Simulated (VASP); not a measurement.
# Co (P6/mmm) in VASP: a series of runs

The runs below take Co through single point, with PBE.

All numbers are computed with VASP 6.6.1; they aren't measurements. Logs are shortened: lines on timing, memory, paths and dates and some standing lists are left out, and cuts for length are marked.

### Step 1. The cell of the first run

It takes space group P6/mmm (No. 191, hexagonal). Conventional cell: a = 2.135 Å, b = 2.135 Å, c = 2.016 Å, α = 90.00°, β = 90.00°, γ = 120.00°. Co (site symmetry 6/mmm) has 8 Co at 2.02 to 2.13 Å within 2.7 Å.

### Step 2. Single point, PBE, collinear spin, ferromagnetic start

The input, INCAR:

```
SYSTEM = Co
PREC     = Accurate       ! precision mode
ENCUT    = 520            ! plane-wave cutoff, eV
EDIFF    = 1E-6           ! SCF threshold, eV
ISMEAR   = -1             ! smearing method
SIGMA    = 0.1            ! smearing width, eV
LREAL    = .FALSE.        ! projectors in reciprocal space
LASPH    = .TRUE.         ! aspherical terms in the spheres
NELM     = 150            ! most SCF steps
ALGO     = Normal         ! electronic algorithm
ISIF     = 2              ! what is computed and relaxed
LWAVE    = .FALSE.        ! write WAVECAR
LCHARG   = .TRUE.         ! write CHGCAR
ISPIN    = 2              ! spin polarisation
MAGMOM   = 1.7            ! initial moments
LORBIT   = 11             ! projections on sites
LMAXMIX  = 4              ! l up to which the mixer works
GGA      = PE             ! functional
LELF     = .TRUE.         ! ELF
LVHAR    = .TRUE.       
NBANDS   = 14             ! bands
```

The input, KPOINTS:

```
regular mesh
0
G
  20 20 19
  0 0 0
```

The input, POSCAR:

```
Co
1.0
    2.1349188785      0.0000000000      0.0000000000
   -1.0674594393      1.8488939838      0.0000000000
    0.0000000000      0.0000000000      2.0155336890
Co
1
Direct
    0.0000000000      0.0000000000      0.0000000000
```

Potentials or basis: VASP PAW PBE potentials, release 64 (Co).

Command:

```console
cat potpaw_PBE.64/Co/POTCAR > POTCAR
mpirun -np 1 vasp_std > vasp.out
```

OUTCAR:

```text
SYSTEM = Co
   PREC = Accurate
   ENCUT = 520
   EDIFF = 1E-6
   ISMEAR = -1
   LREAL = .FALSE.
   LASPH = .TRUE.
   NELM = 150
   ISIF = 2
   ISPIN = 2
   LORBIT = 11
   GGA = PE

 ion  position               nearest neighbor table
   1  0.000  0.000  0.000-

  LATTYP: Found a hexagonal cell.
 ALAT       =     2.1349188785
 C/A-ratio  =     0.9440797537

  Lattice vectors:

 A1 = (   2.1349188785,   0.0000000000,   0.0000000000)
 A2 = (  -1.0674594393,   1.8488939838,   0.0000000000)
 A3 = (   0.0000000000,   0.0000000000,   2.0155336890)

Analysis of symmetry for initial positions (statically):
=====================================================================
 Subroutine PRICEL returns:
 Original cell was already a primitive cell.

 Routine SETGRP: Setting up the symmetry group for a
 hexagonal supercell.

 Subroutine GETGRP returns: Found 24 space group operations
 (whereof 24 operations were pure point group operations)
 out of a pool of 24 trial point group operations.

The static configuration has the point symmetry D_6h.

Analysis of symmetry for dynamics (positions and initial velocities):
=====================================================================
 Subroutine PRICEL returns:
 Original cell was already a primitive cell.

 Routine SETGRP: Setting up the symmetry group for a
 hexagonal supercell.

 Subroutine GETGRP returns: Found 24 space group operations
 (whereof 24 operations were pure point group operations)
 out of a pool of 24 trial point group operations.

The dynamic configuration has the point symmetry D_6h.

Analysis of structural, dynamic, and magnetic symmetry:
=====================================================================
 Subroutine PRICEL returns:
 Original cell was already a primitive cell.

 Routine SETGRP: Setting up the symmetry group for a
 hexagonal supercell.

 Subroutine GETGRP returns: Found 24 space group operations
 (whereof 24 operations were pure point group operations)
 out of a pool of 24 trial point group operations.

The overall configuration has the point symmetry D_6h.

 Subroutine INISYM returns: Found 24 space group operations
 (whereof 24 operations are pure point group operations),
 and found     1 'primitive' translations

----------------------------------------------------------------------------------------

                                     Primitive cell

  volume of cell :       7.9558

  direct lattice vectors                    reciprocal lattice vectors
     2.134918879  0.000000000  0.000000000     0.468401872  0.270431947  0.000000000
    -1.067459439  1.848893984  0.000000000     0.000000000  0.540863894  0.000000000
     0.000000000  0.000000000  2.015533689     0.000000000  0.000000000  0.496146507

  length of vectors
     2.134918879  2.134918879  2.015533689     0.540863894  0.540863894  0.496146507

  position of ions in fractional coordinates (direct lattice)
     0.000000000  0.000000000  0.000000000

  ion indices of the primitive-cell ions
   primitive index   ion index
                 1           1

----------------------------------------------------------------------------------------

 KPOINTS: regular mesh

Automatic generation of k-mesh.
 Grid dimensions read from file:
 generate k-points for:   20   20   19

 Generating k-lattice:

  Cartesian coordinates                     Fractional coordinates (reciprocal lattice)
     0.023420094  0.013521597  0.000000000     0.050000000  0.000000000  0.000000000
     0.000000000  0.027043195  0.000000000     0.000000000  0.050000000  0.000000000
     0.000000000  0.000000000  0.026112974     0.000000000  0.000000000  0.052631579

  Length of vectors
     0.027043195  0.027043195  0.026112974

  Shift w.r.t. Gamma in fractional coordinates (k-lattice)
     0.000000000  0.000000000  0.000000000

 Subroutine IBZKPT returns following result:
 ===========================================

 Found    440 irreducible k-points:

 Following reciprocal coordinates:
            Coordinates               Weight
  0.000000  0.000000  0.000000      1.000000
  0.050000  0.000000  0.000000      6.000000
  0.100000  0.000000  0.000000      6.000000
  0.150000  0.000000  0.000000      6.000000
  0.200000  0.000000  0.000000      6.000000
  0.250000  0.000000  0.000000      6.000000
[... 16 lines left out ...]
  0.200000  0.100000  0.000000     12.000000
  0.250000  0.100000  0.000000     12.000000
 [... further k-points ...]
   k-points           NKPTS =    440   k-points in BZ     NKDIM =    440   number of bands    NBANDS=     14
   number of dos      NEDOS =    301   number of ions     NIONS =      1
   total plane-waves  NPLWV =   4096
   dimension x,y,z NGX =    16 NGY =   16 NGZ =   16
   dimension x,y,z NGXF=    32 NGYF=   32 NGZF=   32
   ions per type =               1
   NGX,Y,Z   is equivalent  to a cutoff of  12.46, 12.46, 13.20 a.u.
   NGXF,Y,Z  is equivalent  to a cutoff of  24.92, 24.92, 26.39 a.u.
 SYSTEM =  Co
   PREC   = accura    normal or accurate (medium, high low for compatibility)
   ISTART =      0    job   : 0-new  1-cont  2-samecut
   ICHARG =      2    charge: 1-file 2-atom 10-const
   ISPIN  =      2    spin polarized calculation?
   LNONCOLLINEAR =      F non collinear calculations
   LSORBIT =      F    spin-orbit coupling
   LASPH  =      T    aspherical Exc in radial PAW
   ENCUT  =  520.0 eV  38.22 Ry    6.18 a.u.   3.97  3.97  3.75*2*pi/ulx,y,z
   NELM   =    150;   NELMIN=  2; NELMDL= -5     # of ELM steps
   EDIFF  = 0.1E-05   stopping-criterion for ELM
   LREAL  =      F    real-space projection
   EDIFFG = 0.1E-04   stopping-criterion for IOM
   NSW    =      0    number of steps for IOM
   IBRION =     -1    ionic relax: 0-MD 1-quasi-New 2-CG
   NFREE  =      0    steps in history (QN), initial steepest desc. (CG)
   ISIF   =      2    stress and relaxation
   ISYM   =      2    0-nonsym 1-usesym 2-fastsym
   POTIM  = 0.5000    time-step for ionic-motion
   TEBEG  =    0.0;   TEEND  =   0.0 temperature during run
   PSTRESS=    0.0 pullay stress
   NELECT =       9.0000    total number of electrons
   NUPDOWN=      -1.0000    fix difference up-down
   EMIN   =  10.00;   EMAX   =-10.00  energy-range for DOS
   EFERMI =   0.00;   METHOD = LEGACY
   ISMEAR =    -1;   SIGMA  =   0.10  broadening in eV -4-tet -1-fermi 0-gaus
   EFERMI_NEDOS =   21; number of points for ismear=-14 and -15
   IALGO  =     38    algorithm
   IMIX   =      4    mixing-type and parameters
     AMIX     =   0.40;   BMIX     =  1.00
     AMIX_MAG =   1.60;   BMIX_MAG =  1.00
  volume/ion in A,a.u.               =       7.96        53.69
  Fermi-wavevector in a.u.,A,eV,Ry     =   1.705799  3.223493 39.589555  2.909750
  Thomas-Fermi vector in A             =   2.784953
   LORBIT       =     11    0 simple, 1 ext, 2 COOP (PROOUT), +10 PAW based schemes
   GGA     = PE    functional components
   LHFCALC =     F    Hartree Fock is set to
   AEXX    =    0.0000 exact exchange contribution
   IVDW    =     0    specifies the selected vdW correction
   LEPSILON=     F    determine dielectric tensor
   LRPA    =     F    only Hartree local field effects (RPA)
 spin polarized calculation
  energy-cutoff  :      520.00
  volume of cell :        7.96
 maximum number of plane-waves:       223
 NGX is ok and might be reduce to    16
   NGX =  7   NGY =  7   NGZ =  7

 number of electron       9.0000001 magnetization      -0.0066830

 number of electron       9.0000001 magnetization       0.0003577

 Free energy of the ion-electron system (eV)
  ---------------------------------------------------
  ext. energy  EPLUGINS =         0.00000000
  ---------------------------------------------------
  free energy    TOTEN  =        -5.21916859 eV

  energy without entropy =       -5.16508757  energy(sigma->0) =       -5.19212808

 E-fermi :  15.7037     XC(G=0): -15.2778

 val. band max:       15.7030657514   @ k =   0.2500   0.1500   0.3158
 cond. band min:      15.7052456370   @ k =   0.1000   0.0000   0.2105
 fundamental gap:      0.0021798856
 Fermi energy:        15.7036841845

 spin component 1

 k-point     1 :       0.0000    0.0000    0.0000
  band No.  band energies     occupation
      1       4.7921      1.00000
      2       9.8198      1.00000
      3      12.9299      1.00000
      4      12.9299      1.00000
      5      16.6442      0.00008
      6      16.6443      0.00008
      7      40.8676      0.00000
      8      41.2652      0.00000
      9      48.1689      0.00000
     10      49.9625      0.00000
     11      49.9625      0.00000
     12      51.7301      0.00000
     13      51.7302      0.00000
     14      53.5339      0.00000
[... 375 lines left out ...]
 k-point    24 :       0.2500    0.1000    0.0000
  band No.  band energies     occupation
      1       8.5984      1.00000
      2      10.6118      1.00000
      3      11.8790      1.00000
      4      15.1214      0.99705
      5      15.8231      0.23244
      6      16.2532      0.00409
      7      31.6156      0.00000
      8      36.9626      0.00000
      9      47.0351      0.00000
     10      47.3922      0.00000
     11      48.8002      0.00000
     12      53.7139      0.00000
     13      59.4757      0.00000
     14      61.2372      0.00000

 [... further k-points ...]

 spin component 2

 k-point     1 :       0.0000    0.0000    0.0000
  band No.  band energies     occupation
      1       4.7921      1.00000
      2       9.8201      1.00000
      3      12.9303      1.00000
      4      12.9303      1.00000
      5      16.6447      0.00008
      6      16.6447      0.00008
      7      40.8677      0.00000
      8      41.2651      0.00000
      9      48.1689      0.00000
     10      49.9626      0.00000
     11      49.9627      0.00000
     12      51.7302      0.00000
     13      51.7302      0.00000
     14      53.5346      0.00000
[... 375 lines left out ...]
 k-point    24 :       0.2500    0.1000    0.0000
  band No.  band energies     occupation
      1       8.5984      1.00000
      2      10.6121      1.00000
      3      11.8792      1.00000
      4      15.1219      0.99703
      5      15.8235      0.23181
      6      16.2537      0.00407
      7      31.6157      0.00000
      8      36.9627      0.00000
      9      47.0352      0.00000
     10      47.3921      0.00000
     11      48.8003      0.00000
     12      53.7147      0.00000
     13      59.4757      0.00000
     14      61.2373      0.00000

 [... further k-points ...]

------------------------ aborting loop because EDIFF is reached ----------------------------------------

  FORCE on cell =-STRESS in cart. coord.  units (eV):
  Direction    XX          YY          ZZ          XY          YZ          ZX
  --------------------------------------------------------------------------------------
  -------------------------------------------------------------------------------------
  Total        7.7998032      7.7998032      7.6082293     -0.0000000     -0.0000000     -0.0000000
  in kB     1570.7634279   1570.7634279   1532.1833132     -0.0000000     -0.0000000     -0.0000000
  external PRESSURE =    1557.9033897 kB  Pullay stress =       0.0000000 kB

 VOLUME and BASIS-vectors are now :
 -----------------------------------------------------------------------------
  energy-cutoff  :      520.00
  volume of cell :        7.96
      direct lattice vectors                 reciprocal lattice vectors
     2.134918879  0.000000000  0.000000000     0.468401872  0.270431947  0.000000000
    -1.067459439  1.848893984  0.000000000     0.000000000  0.540863894  0.000000000
     0.000000000  0.000000000  2.015533689     0.000000000  0.000000000  0.496146507

 POSITION                                       TOTAL-FORCE (eV/Angst)
 -----------------------------------------------------------------------------------
      0.00000      0.00000      0.00000         0.000000      0.000000      0.000000
 -----------------------------------------------------------------------------------
    total drift:                               -0.000000      0.000000      0.000000

  FREE ENERGIE OF THE ION-ELECTRON SYSTEM (eV)
  ---------------------------------------------------
  free  energy   TOTEN  =        -5.2191685925 eV

  energy  without entropy=       -5.1650875744  energy(sigma->0) =       -5.19212808

 total charge

# of ion       s       p       d       tot
------------------------------------------
    1        0.681   0.813   7.716   9.211

 magnetization (x)

# of ion       s       p       d       tot
------------------------------------------
    1        0.000   0.000   0.000   0.000
```

It took 63 s on 1 thread of Intel Xeon Platinum 8259CL at 2.50GHz (Skylake/Cascade Lake), shared host; peak memory 0.18 GiB.

Results:

- Free energy: -5.2192 eV
- Pressure: 155.8 GPa
- Net moment: 0.00 μB per cell

Levels at points of the mesh, in eV from the Fermi level:
Spin up:
| k point | band 1 | band 2 | band 3 | band 4 | band 5 | band 6 | band 7 | band 8 | band 9 |
| --- | --- | --- | --- | --- | --- | --- | --- | --- | --- |
| (0.00, 0.00, 0.00) | -10.91 | -5.88 | -2.77 | -2.77 | 0.94 | 0.94 | 25.16 | 25.56 | 32.47 |
| (0.50, 0.00, 0.00) | -6.92 | -4.69 | -1.26 | -0.64 | 0.50 | 1.17 | 9.53 | 21.45 | 29.91 |
Spin down:
```csv
k point,band 1,band 2,band 3,band 4,band 5,band 6,band 7,band 8,band 9
"(0.00, 0.00, 0.00)",-10.91,-5.88,-2.77,-2.77,0.94,0.94,25.16,25.56,32.47
"(0.50, 0.00, 0.00)",-6.92,-4.69,-1.26,-0.64,0.50,1.17,9.53,21.45,29.91
```

Caveat: the starting moments collapsed, and a magnetic state may lie lower.

### Step 3. Single point, PBE, collinear spin, ferromagnetic start

The input, INCAR:

```
  PREC = Accurate
  ENCUT = 520
  EDIFF = 1E-6
  ISMEAR = -1
  SIGMA = 0.1
  LREAL = F
  LASPH = T
  NELM = 150
  ALGO = Normal
  ISIF = 2
  LWAVE = F
  LCHARG = F
  ISPIN = 2
  MAGMOM = 1.7
  LORBIT = 11
  LMAXMIX = 4
  GGA = PE
  NBANDS = 14
```

The input, KPOINTS:

```
Automatic mesh
0
Gamma
  20 20 19
```

The input, POSCAR:

```
Co
1.0
    2.1349457007      0.0000000000      0.0000000000
   -1.0674728504      1.8489172125      0.0000000000
    0.0000000000      0.0000000000      2.0146959055
Co
1
Direct
    0.0000000000      0.0000000000      0.0000000000
```

Potentials or basis: VASP PAW PBE potentials, release 64 (Co).

Command:

```console
cat potpaw_PBE.64/Co/POTCAR > POTCAR
mpirun -np 1 vasp_std > vasp.out
```

Run time: 60 s. Hardware: 1 thread of Intel Xeon Platinum 8259CL at 2.50GHz (Skylake/Cascade Lake), shared host; peak memory 0.18 GiB.

The run converged. Its results:

```
Free energy : -5.2162 eV
Pressure    : 156.1 GPa
Net moment  : 0.00 μB per cell
```

Stress tensor (GPa, compression positive):
```
157.21   0.00   0.00
  0.00 157.21   0.00
  0.00   0.00 153.86
```

Levels at points of the mesh, in eV from the Fermi level:
Spin up:
| k point | band 2 | band 3 | band 4 | band 5 | band 6 | band 7 |
| --- | --- | --- | --- | --- | --- | --- |
| (0.00, 0.00, 0.00) | -5.89 | -2.78 | -2.78 | 0.94 | 0.94 | 25.19 |
| (0.50, 0.00, 0.00) | -4.70 | -1.26 | -0.64 | 0.50 | 1.17 | 9.53 |
Spin down:
```csv
k point,band 1,band 2,band 3,band 4,band 5,band 6,band 7,band 8,band 9
"(0.00, 0.00, 0.00)",-10.92,-5.89,-2.78,-2.78,0.94,0.94,25.19,25.56,32.49
"(0.50, 0.00, 0.00)",-6.92,-4.70,-1.26,-0.64,0.50,1.17,9.53,21.44,29.91
```

Caveat: the starting moments collapsed, and a magnetic state may lie lower.
